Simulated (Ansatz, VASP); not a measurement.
One calculation of Cu, two programs

```
CELL_PARAMETERS angstrom
2.59745 0.00000 0.00000
-1.29872 2.24946 0.00000
0.00000 0.00000 3.90694
ATOMIC_POSITIONS crystal
Cu 0.33333 0.66667 0.25000
Cu 0.66667 0.33333 0.75000
```

Change from the starting cell: strain +0.025 along x and y, -0.050 along z, atoms carried along.

Alike in both runs: task single point; functional PBEsol; k mesh 24 × 24 × 12; occupations gaussian, width 0.15 eV; no spin polarisation.

```csv
,VASP,Ansatz
version,VASP 6.6.1,Ansatz 0.2.0
potentials or method,"VASP PAW PBE potentials, release 64 (Cu), cutoff 520 eV","scalar-relativistic, plane waves, PAW"
valence electrons in the cell,22,38
```

Ansatz gave:

```
gap on the k mesh at the Fermi level (eV)                     : none
pressure (GPa)                                                : 0.0
traceless stress, the component that is largest in VASP (GPa) : 10.10
```

Question: Estimate VASP's values.

Answer: gap on the k mesh at the Fermi level (eV): none; pressure (GPa): 0.7; traceless stress, the component that is largest in VASP (GPa): 10.01.

VASP's potentials were made for PBE, not for PBEsol. A gap of «none» marks a metal or a gap that the smearing closes. VASP's potentials hold 22 valence electrons a cell and Ansatz's 38, so a difference there can come from the potentials and not from the codes.
